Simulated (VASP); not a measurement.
# CaS in VASP: further runs

Runs on CaS. Level: PBE. Tasks: single point.

Program: VASP 6.6.1. These are calculated values, not measurements. Logs are shortened: lines on timing, memory, paths and dates and some standing lists are left out, and cuts for length are marked.

**1. The cell of the first run**

The typed cell holds 2 atoms: a = 4.033 Å, b = 4.033 Å, c = 4.031 Å, α = 119.74°, β = 119.74°, γ = 90.40°.

**2. Single point, PBE**

Contents of INCAR:

```
PREC = Accurate
ENCUT = 500
EDIFF = 1E-6
ISMEAR = 0
SIGMA = 0.15
LREAL = F
LASPH = T
NELM = 120
ALGO = Normal
ISIF = 2
LWAVE = F
LCHARG = F
GGA = PE
NBANDS = 15
GGA_COMPAT = F
```

Contents of KPOINTS:

```
Automatic mesh
0
Gamma
  4 4 4
```

Contents of POSCAR:

```
CaS
1.0
    2.8370005956     -2.8614459439     -0.1586062470
    2.8370005956      2.8614459439     -0.1586062470
   -2.6731173846      0.0000000000      3.0166252594
Ca S
1 1
Direct
    0.0000000000      0.0000000000      0.0000000000
    0.5000000000      0.5000000000      0.0000000000
```

Potentials or basis: VASP PAW PBE potentials, release 64 (Ca_sv, S).

On the command line:

```
cat potpaw_PBE.64/Ca_sv/POTCAR potpaw_PBE.64/S/POTCAR > POTCAR
mpirun -np 1 vasp_std > vasp.out
```

OUTCAR:

```text
PREC = Accurate
   ENCUT = 500
   EDIFF = 1E-6
   ISMEAR = 0
   LREAL = F
   LASPH = T
   NELM = 120
   ISIF = 2
   GGA = PE

 ion  position               nearest neighbor table
   1  0.000  0.000  0.000-   2 2.84   2 2.84   2 2.86   2 2.86   2 2.86   2 2.86
   2  0.500  0.500  0.000-   1 2.84   1 2.84   1 2.86   1 2.86   1 2.86   1 2.86

  LATTYP: Found a base centered monoclinic cell.
 ALAT       =     5.6828613641
 B/A-ratio  =     1.0070440789
 C/A-ratio  =     0.7092520659
 COS(beta)  =    -0.7039518772

  Lattice vectors:

 A1 = (   2.8370005956,  -2.8614459439,  -0.1586062470)
 A2 = (   2.8370005956,   2.8614459439,  -0.1586062470)
 A3 = (  -2.6731173846,   0.0000000000,   3.0166252594)

Analysis of symmetry for initial positions (statically):
=====================================================================
 Subroutine PRICEL returns:
 Original cell was already a primitive cell.

 Routine SETGRP: Setting up the symmetry group for a
 base centered monoclinic supercell.

 Subroutine GETGRP returns: Found  4 space group operations
 (whereof  4 operations were pure point group operations)
 out of a pool of  4 trial point group operations.

The static configuration has the point symmetry C_2h.

Analysis of symmetry for dynamics (positions and initial velocities):
=====================================================================
 Subroutine PRICEL returns:
 Original cell was already a primitive cell.

 Routine SETGRP: Setting up the symmetry group for a
 base centered monoclinic supercell.

 Subroutine GETGRP returns: Found  4 space group operations
 (whereof  4 operations were pure point group operations)
 out of a pool of  4 trial point group operations.

The dynamic configuration has the point symmetry C_2h.

 Subroutine INISYM returns: Found  4 space group operations
 (whereof  4 operations are pure point group operations),
 and found     1 'primitive' translations

----------------------------------------------------------------------------------------

                                     Primitive cell

  volume of cell :      46.5511

  direct lattice vectors                    reciprocal lattice vectors
     2.837000596 -2.861445944 -0.158606247     0.185428640 -0.174736832  0.164313588
     2.837000596  2.861445944 -0.158606247     0.185428640  0.174736832  0.164313588
    -2.673117385  0.000000000  3.016625259     0.019498703  0.000000000  0.348774618

  length of vectors
     4.032567571  4.032567571  4.030581163     0.303176015  0.303176015  0.349319243

  position of ions in fractional coordinates (direct lattice)
     0.000000000  0.000000000  0.000000000
     0.500000000  0.500000000  1.000000000

  ion indices of the primitive-cell ions
   primitive index   ion index
                 1           1
                 2           2

----------------------------------------------------------------------------------------

 KPOINTS: Automatic mesh

Automatic generation of k-mesh.
 Grid dimensions read from file:
 generate k-points for:    4    4    4

 Generating k-lattice:

  Cartesian coordinates                     Fractional coordinates (reciprocal lattice)
     0.046357160 -0.043684208  0.041078397     0.250000000 -0.000000000  0.000000000
     0.046357160  0.043684208  0.041078397    -0.000000000  0.250000000  0.000000000
     0.004874676  0.000000000  0.087193655    -0.000000000 -0.000000000  0.250000000

  Length of vectors
     0.075794004  0.075794004  0.087329811

  Shift w.r.t. Gamma in fractional coordinates (k-lattice)
     0.000000000  0.000000000  0.000000000

 Subroutine IBZKPT returns following result:
 ===========================================

 Found     24 irreducible k-points:

 Following reciprocal coordinates:
            Coordinates               Weight
  0.000000  0.000000  0.000000      1.000000
  0.250000  0.000000 -0.000000      4.000000
  0.500000  0.000000 -0.000000      2.000000
  0.250000  0.250000 -0.000000      2.000000
  0.500000  0.250000  0.000000      4.000000
 -0.250000  0.250000  0.000000      2.000000
[... 16 lines left out ...]
 -0.250000  0.250000  0.500000      2.000000
  0.500000  0.500000  0.500000      1.000000
   k-points           NKPTS =     24   k-points in BZ     NKDIM =     24   number of bands    NBANDS=     15
   number of dos      NEDOS =    301   number of ions     NIONS =      2
   total plane-waves  NPLWV =  27000
   dimension x,y,z NGX =    30 NGY =   30 NGZ =   30
   dimension x,y,z NGXF=    60 NGYF=   60 NGZF=   60
   ions per type =               1   1
   NGX,Y,Z   is equivalent  to a cutoff of  12.37, 12.37, 12.37 a.u.
   NGXF,Y,Z  is equivalent  to a cutoff of  24.74, 24.74, 24.75 a.u.
 SYSTEM =  unknown system
   PREC   = accura    normal or accurate (medium, high low for compatibility)
   ISTART =      0    job   : 0-new  1-cont  2-samecut
   ICHARG =      2    charge: 1-file 2-atom 10-const
   ISPIN  =      1    spin polarized calculation?
   LNONCOLLINEAR =      F non collinear calculations
   LSORBIT =      F    spin-orbit coupling
   LASPH  =      T    aspherical Exc in radial PAW
   ENCUT  =  500.0 eV  36.75 Ry    6.06 a.u.   7.35  7.35  7.35*2*pi/ulx,y,z
   NELM   =    120;   NELMIN=  2; NELMDL= -5     # of ELM steps
   EDIFF  = 0.1E-05   stopping-criterion for ELM
   LREAL  =      F    real-space projection
   EDIFFG = 0.1E-04   stopping-criterion for IOM
   NSW    =      0    number of steps for IOM
   IBRION =     -1    ionic relax: 0-MD 1-quasi-New 2-CG
   NFREE  =      0    steps in history (QN), initial steepest desc. (CG)
   ISIF   =      2    stress and relaxation
   ISYM   =      2    0-nonsym 1-usesym 2-fastsym
   POTIM  = 0.5000    time-step for ionic-motion
   TEBEG  =    0.0;   TEEND  =   0.0 temperature during run
   PSTRESS=    0.0 pullay stress
   NELECT =      16.0000    total number of electrons
   NUPDOWN=      -1.0000    fix difference up-down
   EMIN   =  10.00;   EMAX   =-10.00  energy-range for DOS
   EFERMI =   0.00;   METHOD = LEGACY
   ISMEAR =     0;   SIGMA  =   0.15  broadening in eV -4-tet -1-fermi 0-gaus
   EFERMI_NEDOS =   21; number of points for ismear=-14 and -15
   IALGO  =     38    algorithm
   IMIX   =      4    mixing-type and parameters
     AMIX     =   0.40;   BMIX     =  1.00
     AMIX_MAG =   1.60;   BMIX_MAG =  1.00
  volume/ion in A,a.u.               =      23.28       157.07
  Fermi-wavevector in a.u.,A,eV,Ry     =   1.146757  2.167057 17.892368  1.315052
  Thomas-Fermi vector in A             =   2.283440
   LORBIT       =      0    0 simple, 1 ext, 2 COOP (PROOUT), +10 PAW based schemes
   GGA     = PE    functional components
   LHFCALC =     F    Hartree Fock is set to
   AEXX    =    0.0000 exact exchange contribution
   IVDW    =     0    specifies the selected vdW correction
   LEPSILON=     F    determine dielectric tensor
   LRPA    =     F    only Hartree local field effects (RPA)
 non-spin polarized calculation
 Gauss-broadening in eV      SIGMA  =   0.15
  energy-cutoff  :      500.00
  volume of cell :       46.55
 maximum number of plane-waves:      1235
 NGX is ok and might be reduce to    30
   NGX = 15   NGY = 15   NGZ = 15

 number of electron      16.0000004 magnetization

 Free energy of the ion-electron system (eV)
  ---------------------------------------------------
  ext. energy  EPLUGINS =         0.00000000
  ---------------------------------------------------
  free energy    TOTEN  =       -10.35340776 eV

  energy without entropy =      -10.35340776  energy(sigma->0) =      -10.35340776

 E-fermi :   3.3677     XC(G=0):  -9.2774

 val. band max:        2.6859640429   @ k =   0.0000   0.0000   0.0000
 cond. band min:       5.0449512384   @ k =   0.5000   0.5000   0.5000
 fundamental gap:      2.3589871955
 Fermi energy:         3.3676939370

 k-point     1 :       0.0000    0.0000    0.0000
  band No.  band energies     occupation
      1     -36.5582      2.00000
      2     -17.5380      2.00000
      3     -17.5378      2.00000
      4     -17.5353      2.00000
      5      -8.6180      2.00000
      6       2.6769      2.00000
      7       2.6791      2.00000
      8       2.6860      2.00000
      9       6.7687      0.00000
     10       6.8176      0.00000
     11       6.8220      0.00000
     12       6.8715      0.00000
     13       7.4104      0.00000
     14       7.4401      0.00000
     15      13.5226      0.00000

 k-point     2 :       0.2500    0.0000   -0.0000
  band No.  band energies     occupation
      1     -36.5528      2.00000
      2     -17.6184      2.00000
      3     -17.5446      2.00000
      4     -17.5422      2.00000
      5      -8.2447      2.00000
      6       0.8689      2.00000
      7       2.0197      2.00000
      8       2.0263      2.00000
      9       6.9517      0.00000
     10       7.6255      0.00000
     11       7.6470      0.00000
     12       8.8058      0.00000
     13       8.8126      0.00000
     14       8.9164      0.00000
     15      12.9838      0.00000

 k-point     3 :       0.5000    0.0000   -0.0000
  band No.  band energies     occupation
      1     -36.5474      2.00000
      2     -17.6971      2.00000
      3     -17.5514      2.00000
      4     -17.5481      2.00000
      5      -7.8243      2.00000
      6      -0.3875      2.00000
      7       1.5375      2.00000
      8       1.5433      2.00000
      9       7.8811      0.00000
     10       8.7055      0.00000
     11       8.8327      0.00000
     12       8.8470      0.00000
     13      10.7321      0.00000
     14      10.7962      0.00000
     15      11.4606      0.00000

 k-point     4 :       0.2500    0.2500   -0.0000
  band No.  band energies     occupation
      1     -36.5474      2.00000
      2     -17.6492      2.00000
      3     -17.5905      2.00000
      4     -17.5493      2.00000
      5      -7.9399      2.00000
      6       0.2306      2.00000
      7       1.3425      2.00000
      8       1.6025      2.00000
      9       7.8065      0.00000
     10       8.1431      0.00000
     11       8.2608      0.00000
     12       8.6926      0.00000
     13       9.8067      0.00000
     14      10.7614      0.00000
     15      12.5130      0.00000
[... 307 lines left out ...]
 k-point    22 :       0.5000    0.2500    0.5000
  band No.  band energies     occupation
      1     -36.5455      2.00000
      2     -17.6577      2.00000
      3     -17.5857      2.00000
      4     -17.5688      2.00000
      5      -7.9114      2.00000
      6       0.2578      2.00000
      7       1.2332      2.00000
      8       1.6916      2.00000
      9       6.4823      0.00000
     10       8.9271      0.00000
     11       9.0472      0.00000
     12       9.1812      0.00000
     13       9.4089      0.00000
     14      10.2723      0.00000
     15      11.5600      0.00000

 k-point    23 :      -0.2500    0.2500    0.5000
  band No.  band energies     occupation
      1     -36.5438      2.00000
      2     -17.6209      2.00000
      3     -17.6183      2.00000
      4     -17.5936      2.00000
      5      -7.8910      2.00000
      6       0.9040      2.00000
      7       0.9269      2.00000
      8       1.1547      2.00000
      9       7.4732      0.00000
     10       7.4754      0.00000
     11       8.6527      0.00000
     12       9.0729      0.00000
     13       9.4386      0.00000
     14      11.8805      0.00000
     15      12.6856      0.00000

 k-point    24 :       0.5000    0.5000    0.5000
  band No.  band energies     occupation
      1     -36.5437      2.00000
      2     -17.6541      2.00000
      3     -17.5858      2.00000
      4     -17.5858      2.00000
      5      -7.9966      2.00000
      6       0.4362      2.00000
      7       1.8630      2.00000
      8       1.8638      2.00000
      9       5.0450      0.00000
     10       8.2706      0.00000
     11       8.6449      0.00000
     12       9.4144      0.00000
     13       9.4219      0.00000
     14       9.4234      0.00000
     15      12.9941      0.00000

------------------------ aborting loop because EDIFF is reached ----------------------------------------

  FORCE on cell =-STRESS in cart. coord.  units (eV):
  Direction    XX          YY          ZZ          XY          YZ          ZX
  --------------------------------------------------------------------------------------
  -------------------------------------------------------------------------------------
  Total        0.2278166      0.0198750      0.0095291      0.0000000      0.0000000     -0.0266799
  in kB        7.8408999      0.6840508      0.3279679      0.0000000      0.0000000     -0.9182564
  external PRESSURE =       2.9509729 kB  Pullay stress =       0.0000000 kB

 VOLUME and BASIS-vectors are now :
 -----------------------------------------------------------------------------
  energy-cutoff  :      500.00
  volume of cell :       46.55
      direct lattice vectors                 reciprocal lattice vectors
     2.837000596 -2.861445944 -0.158606247     0.185428640 -0.174736832  0.164313588
     2.837000596  2.861445944 -0.158606247     0.185428640  0.174736832  0.164313588
    -2.673117385  0.000000000  3.016625259     0.019498703  0.000000000  0.348774618

 POSITION                                       TOTAL-FORCE (eV/Angst)
 -----------------------------------------------------------------------------------
      0.00000      0.00000      0.00000         0.000000      0.000000      0.000000
      2.83700      0.00000     -0.15861        -0.000000      0.000000      0.000000
 -----------------------------------------------------------------------------------
    total drift:                                0.000000      0.000000      0.000000

  FREE ENERGIE OF THE ION-ELECTRON SYSTEM (eV)
  ---------------------------------------------------
  free  energy   TOTEN  =       -10.3534077593 eV

  energy  without entropy=      -10.3534077593  energy(sigma->0) =      -10.35340776
```

Wall time 16 s (1 thread of AMD EPYC 7R43 (Zen 3), shared host); peak memory 0.13 GiB.

Results:

- Free energy: -10.3534 eV
- Pressure: 0.3 GPa
- Band gap on the k mesh: 2.36 eV, indirect (least direct gap 3.15 eV)

Caveat: the k points lie up to 0.55 Å⁻¹ apart.

**3. Single point, PBE (volume scaled by 0.88)**

Contents of INCAR:

```
PREC = Accurate
ENCUT = 500
EDIFF = 1E-6
ISMEAR = 0
SIGMA = 0.02
LREAL = False
LASPH = True
NELM = 120
ALGO = Normal
ISIF = 2
LWAVE = False
LCHARG = True
GGA = PE
LELF = True
LVHAR = True
NBANDS = 15
GGA_COMPAT = False
```

Contents of KPOINTS:

```
regular mesh
0
Gamma
  8 8 8
```

Contents of POSCAR:

```
CaS
1.0
    0.0000000000      2.7367576807      2.7367576807
    2.7367576807      0.0000000000      2.7367576807
    2.7367576807      2.7367576807      0.0000000000
Ca S
1 1
Direct
    0.0000000000      0.0000000000      0.0000000000
    0.5000000000      0.5000000000      0.5000000000
```

Potentials or basis: VASP PAW PBE potentials, release 64 (Ca_sv, S).

On the command line:

```
cat potpaw_PBE.64/Ca_sv/POTCAR potpaw_PBE.64/S/POTCAR > POTCAR
mpirun -np 1 vasp_std > vasp.out
```

Wall time 16 s (1 thread of AMD EPYC 7R43 (Zen 3), shared host); peak memory 0.13 GiB.

Results (log left out):

```
Free energy            : -10.2078 eV
Pressure               : 9.7 GPa
Band gap on the k mesh : 2.04 eV, indirect (least direct gap 2.92 eV)
```

Levels at points of the mesh, in eV from the valence-band top:
```csv
k point,band 6,band 7,band 8,band 9,band 10,band 11
"(0.00, 0.00, 0.00)",0.00,0.00,0.00,4.10,4.10,4.10
"(0.50, 0.00, 0.00)",-3.54,-1.43,-1.43,5.44,6.46,6.56
"(0.50, 0.50, 0.00)",-2.52,-0.89,-0.89,2.04,5.80,6.62
```

Caveat: the cell differs from its parent crystal (volume scaled by 0.88).

**4. Single point, PBE**

This run uses another cell than the first one, of 23.45 Å³/atom, 1.008 times its volume.

Contents of INCAR:

```
ALGO = Normal
EDIFF = 1E-6
ENCUT = 500
GGA = PE
GGA_COMPAT = F
ISIF = 2
ISMEAR = 0
LASPH = T
LCHARG = F
LREAL = F
LWAVE = F
NBANDS = 15
NELM = 120
PREC = Accurate
SIGMA = 0.15
```

Contents of KPOINTS:

```
k-points
0
Gamma
  5 5 5
```

Contents of POSCAR:

```
CaS
1.0
   -2.0216802309      2.0267262295      2.8617156545
    2.0216802309     -2.0267262295      2.8617156545
    2.0216802309      2.0267262295     -2.8617156545
Ca S
1 1
Direct
    0.5000000000      0.0000000000      0.5000000000
    0.0000000000      0.5000000000      0.5000000000
```

On the command line:

```
cat potpaw_PBE.64/Ca_sv/POTCAR potpaw_PBE.64/S/POTCAR > POTCAR
mpirun -np 1 vasp_std > vasp.out
```

Wall time 18 s (1 thread of AMD EPYC 7R43 (Zen 3), shared host); peak memory 0.14 GiB.

The run converged. Its results:

| Property | Result |
| --- | --- |
| Free energy | -10.3627 eV |
| Pressure | -0.2 GPa |
| Band gap on the k mesh | 2.51 eV, indirect (least direct gap 3.26 eV) |

Stress tensor (GPa, compression positive):
```
-0.15  0.00  0.00
 0.00 -0.31  0.00
 0.00  0.00 -0.20
```

Levels at points of the mesh, in eV from the valence-band top:
```
           k point  band 6  band 7  band 8  band 9  band 10  band 11
(0.00, 0.00, 0.00)   -0.01   -0.01    0.00    4.04     4.15     4.16
```

Caveat: the k points lie up to 0.44 Å⁻¹ apart.

**5. Single point, PBE**

Contents of INCAR:

```
ALGO = Normal ; EDIFF = 1E-6
ENCUT = 500 ; GGA = PE
GGA_COMPAT = F ; ISIF = 2
ISMEAR = 0 ; LASPH = T
LCHARG = F ; LREAL = F
LWAVE = F ; NBANDS = 15
NELM = 120 ; PREC = Accurate
SIGMA = 0.15
```

KPOINTS is that of step 4.

Contents of POSCAR:

```
CaS
1.0
   -2.8474364353      2.0199894453      2.0197301293
    2.8474364353     -2.0199894453      2.0197301293
    2.8474364353      2.0199894453     -2.0197301293
Ca S
1 1
Direct
    0.0000000000      0.0000000000      0.0000000000
    0.0000000000      0.5000000000      0.5000000000
```

On the command line:

```
cat potpaw_PBE.64/Ca_sv/POTCAR potpaw_PBE.64/S/POTCAR > POTCAR
mpirun -np 1 vasp_std > vasp.out
```

Wall time 17 s (1 thread of AMD EPYC 7R43 (Zen 3), shared host); peak memory 0.14 GiB.

Results (log left out):

* Free energy: -10.3623 eV
* Pressure: 0.3 GPa
* Band gap on the k mesh: 2.50 eV, indirect (least direct gap 3.25 eV)

Stress tensor (GPa, compression positive):
```
0.53 0.00 0.00
0.00 0.20 0.00
0.00 0.00 0.21
```

Levels at points of the mesh, in eV from the valence-band top:
```
           k point  band 5  band 6  band 7  band 8  band 9  band 10  band 11  band 12
(0.00, 0.00, 0.00)  -11.31    0.00    0.00    0.00    4.10     4.15     4.15     4.18
```

Caveat: the k points lie up to 0.44 Å⁻¹ apart. A k mesh can miss the band edges.

**6. Summary**

| cell | k mesh | smearing | gap on the mesh (eV) | pressure (GPa) |
| --- | --- | --- | --- | --- |
| a = 4.033, b = 4.033, c = 4.031 Å, angles 119.7, 119.7, 90.4°, 2 atoms | 4 × 4 × 4 | gaussian 0.15 eV | 2.36 | 0.3 |
| a = 3.870 Å, angles 60.0°, 2 atoms | 8 × 8 × 8 | gaussian 0.02 eV | 2.04 | 9.7 |
| a = 4.048 Å, angles 120.1, 119.9, 90.0°, 2 atoms | 5 × 5 × 5 | gaussian 0.15 eV | 2.51 | -0.2 |
| a = 4.033 Å, angles 90.2, 119.9, 119.9°, 2 atoms | 5 × 5 × 5 | gaussian 0.15 eV | 2.50 | 0.3 |

Alike in all rows: task single point; level PBE; potentials or basis VASP PAW PBE potentials, release 64 (Ca_sv, S); no spin polarisation; cutoff (eV) 500.

Caveats: some runs use coarse meshes.

Total energies depend on the potentials used, so only differences within one code and one set of settings carry meaning.
